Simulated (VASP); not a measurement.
Here is a VASP 6.6.1 calculation.

Contents of POSCAR:

```
ZnS
1.0
    3.8109987816      0.0000000000      0.0000000000
   -1.9054993908      3.3004217586      0.0000000000
    0.0000000000      0.0000000000      6.2340000000
Zn S
2 2
Direct
    0.2546138120      0.6666666667     -0.0481231954
    0.6666666667      0.3333333333      0.5000000000
    0.3333333333      0.6666666667      0.3850000000
    0.6666666667      0.3333333333      0.8850000000
```

File INCAR.step1:

```
SYSTEM = ZnS
ALGO = Normal
EDIFF = 1E-4
ENCUT = 520
GGA = PE
ISMEAR = 0
LASPH = .TRUE.
LCHARG = .FALSE.
LREAL = .FALSE.
LWAVE = .TRUE.
NBANDS = 26
NELM = 100
PREC = Accurate
SIGMA = 0.05
```

The input INCAR.step2:

```
SYSTEM = ZnS
ALGO = Normal
EDIFF = 1E-6
ENCUT = 520
ISIF = 2
ISMEAR = 0
ISTART = 1
LASPH = .TRUE.
LCHARG = .TRUE.
LELF = .TRUE.
LMIXTAU = .TRUE.
LREAL = .FALSE.
LVHAR = .TRUE.
LWAVE = .FALSE.
METAGGA = R2SCAN
NBANDS = 26
NELM = 100
PREC = Accurate
SIGMA = 0.05
```

Contents of KPOINTS:

```
k-points
0
G
  6 6 4
  0 0 0
```

Potentials or basis: VASP PAW PBE potentials, release 64 (Zn, S).

Run with:

```console
$ cat potpaw_PBE.64/Zn/POTCAR potpaw_PBE.64/S/POTCAR > POTCAR
$ cp INCAR.step1 INCAR
$ mpirun -np 1 vasp_std > vasp.out
$ cp INCAR.step2 INCAR
$ mpirun -np 1 vasp_std > vasp.out
```

(1) Predict the band gap on the k mesh.

(2) Estimate the pressure.

(3) Estimate the largest force.

Answers

(1) 2.55 eV.

(2) 4.4 GPa.

(3) 4.388 eV/Å.

Caveat: the cell differs from its parent crystal (atom 1 (Zn) moved by (-0.300, -0.300) A along x and z); the stress differs along the axes, from -1 to 9 GPa; the PAW data sets were made with another functional, which shifts forces and pressure a little.
